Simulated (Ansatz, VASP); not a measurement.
## ZnCdMo4 in VASP and in Ansatz

```
Mo Cd Zn
1.0
     3.90359    3.80687    0.00000
     3.90359   -3.80687    0.00000
     0.00000    0.00000   -3.90636
Mo Cd Zn
4 1 1
Direct
  0.15900 0.15900 0.50000
  0.84100 0.84100 0.50000
  0.27800 0.72200 0.00000
  0.72200 0.27800 0.00000
  0.50000 0.50000 0.50000
  0.00000 0.00000 0.00000
```

Alike in both runs: task single point; functional PBEsol; k mesh 6 × 6 × 9; no spin polarisation.

```csv
,VASP,Ansatz
version,VASP 6.6.1,Ansatz 0.2.0
potentials or method,"VASP PAW PBE potentials, release 64 (Mo_sv, Cd, Zn), cutoff 520 eV",PAW plane waves
occupations,"fermi-dirac, width 0.1 eV",fermi-dirac
valence electrons in the cell,80,88
```

```csv
,VASP,Ansatz,Ansatz less VASP
pressure (GPa),11.0,10.0,-0.96
rms of the force components (eV/Å),1.259,1.226,-0.0331
```

VASP's potentials were made for PBE, not for PBEsol. VASP's potentials hold 80 valence electrons a cell and Ansatz's 88, so a difference there can come from the potentials and not from the codes.
